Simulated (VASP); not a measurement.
MgS, 2 atoms in the cell. Symmetry: Fm-3m, No. 225, cubic system. The conventional cell has a = 5.404 Å, b = 5.404 Å, c = 5.404 Å, α = 90.00°, β = 90.00°, γ = 90.00°. Mg (site symmetry m-3m) has 6 S at 2.70 Å within 3.6 Å. Within 3.6 Å of S (site symmetry m-3m) lie 6 Mg at 2.70 Å. 

| Quantity | Value |
| --- | --- |
| Program | VASP 6.6.1 |
| Task | single point |
| Functional | PBEsol |
| Potentials or basis | VASP PAW PBE potentials, release 64 (Mg, S) |
| Cutoff | 520 eV |
| k mesh | 10 × 10 × 10 |
| Occupations | gaussian, width 0.05 eV |
| Spin | no spin polarisation |
| Dipole correction | no |
| Further INCAR settings | ALGO = Normal; EDIFF = 1e-06; NBANDS = 11 |

Potentials or basis: VASP PAW PBE potentials, release 64 (Mg, S).

The run is started by

```sh
$ cat potpaw_PBE.64/Mg/POTCAR potpaw_PBE.64/S/POTCAR > POTCAR
$ mpirun -np 1 vasp_std > vasp.out
```

Hardware: 1 thread of Intel Xeon 6975P-C, on a shared host.

Problem. Estimate the wall time of this run.

Solution. Run time: 15 s on 1 thread of Intel Xeon 6975P-C, on a shared host, peak memory 0.17 GiB. Counts: scf iterations 12, k points 47.
